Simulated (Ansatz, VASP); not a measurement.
# Sr2TeO in VASP and in Ansatz

File POSCAR:

```
Sr2TeO
1.0
    2.0479341507      1.1823753332      6.9643803667
   -2.0479341507      1.1823753332      6.9643803667
    0.0000000000     -2.3647506664      6.9643803667
O Te Sr
1 1 2
Direct
    1.0000000000      0.0000000000      0.0000000000
    0.5000000000      0.5000000000      0.5000000000
    0.2681616538      0.2681616538      0.2681616538
    0.7318383462      0.7318383462      0.7318383462
```

File INCAR.step1:

```
PREC     = Accurate       # precision mode
ENCUT    = 520            # plane-wave cutoff, eV
ISMEAR   = 0              # smearing method
SIGMA    = 0.01           # smearing width, eV
LREAL    = False          # projectors in reciprocal space
LASPH    = True           # aspherical terms in the spheres
NELM     = 80             # most SCF steps
NBANDS   = 24             # bands
GGA      = PE             # functional
ALGO     = Normal         # electronic algorithm
EDIFF    = 1E-4           # SCF threshold, eV
LWAVE    = True           # write WAVECAR
LCHARG   = False          # write CHGCAR
```

INCAR.step2

```
PREC     = Accurate       # precision mode
ENCUT    = 520            # plane-wave cutoff, eV
EDIFF    = 1E-6           # SCF threshold, eV
ISMEAR   = 0              # smearing method
SIGMA    = 0.01           # smearing width, eV
LREAL    = False          # projectors in reciprocal space
LASPH    = True           # aspherical terms in the spheres
NELM     = 80             # most SCF steps
ALGO     = Normal         # electronic algorithm
ISIF     = 2              # what is computed and relaxed
LWAVE    = False          # write WAVECAR
LCHARG   = False          # write CHGCAR
METAGGA  = R2SCAN         # meta-GGA
LMIXTAU  = True         
NBANDS   = 24             # bands
ISTART   = 1
```

Contents of KPOINTS:

```
regular mesh
0
Gamma
  6 6 6
```

Input for Ansatz:

```yaml
crystal:
  lattice:
    - [2.0479341507, 1.1823753332, 6.9643803667]
    - [-2.0479341507, 1.1823753332, 6.9643803667]
    - [0.0, -2.3647506664, 6.9643803667]
  atoms:
    - { symbol: O, position: [1.0, 0.0, 0.0] }
    - { symbol: Te, position: [0.5, 0.5, 0.5] }
    - { symbol: Sr, position: [0.2681616538, 0.2681616538, 0.2681616538] }
    - { symbol: Sr, position: [0.7318383462, 0.7318383462, 0.7318383462] }
kpoints:
  mp_grid: { grid: [6, 6, 6] }
hamiltonian:
  xc: r2scan
scf:
  occupations: { method: fixed }
  n_extra_bands: 5
output:
  forces: true
  stress: true
  eigenvalues: true
```

Alike in both runs: task single point; functional r2SCAN; k mesh 6 × 6 × 6; no spin polarisation.

```csv
,VASP,Ansatz
version,VASP 6.6.1,Ansatz 0.2.0
potentials or method,"VASP PAW PBE potentials, release 64 (O, Te, Sr_sv)","plane waves, PAW"
plane-wave cutoff (eV),520,500
occupations,"gaussian, width 0.01 eV",fixed
valence electrons in the cell,32,42
```

Ansatz gave:

- gap on the k mesh at the Fermi level (eV): 1.35
- pressure (GPa): 1.7
- traceless stress, the component that is largest in VASP (GPa): 0.06
- rms of the force components (eV/Å): 0.035

**Question.** Which values does VASP return?

**Answer.** gap on the k mesh at the Fermi level (eV): 1.32; pressure (GPa): 1.9; traceless stress, the component that is largest in VASP (GPa): 0.08; rms of the force components (eV/Å): 0.034.

VASP's potentials were made for PBE, not for r2SCAN. Atom by atom the forces differ by 0.001 eV/Å (rms over components). VASP's potentials hold 32 valence electrons a cell and Ansatz's 42, so a difference there can come from the potentials and not from the codes.

Neither program's run includes spin-orbit coupling.
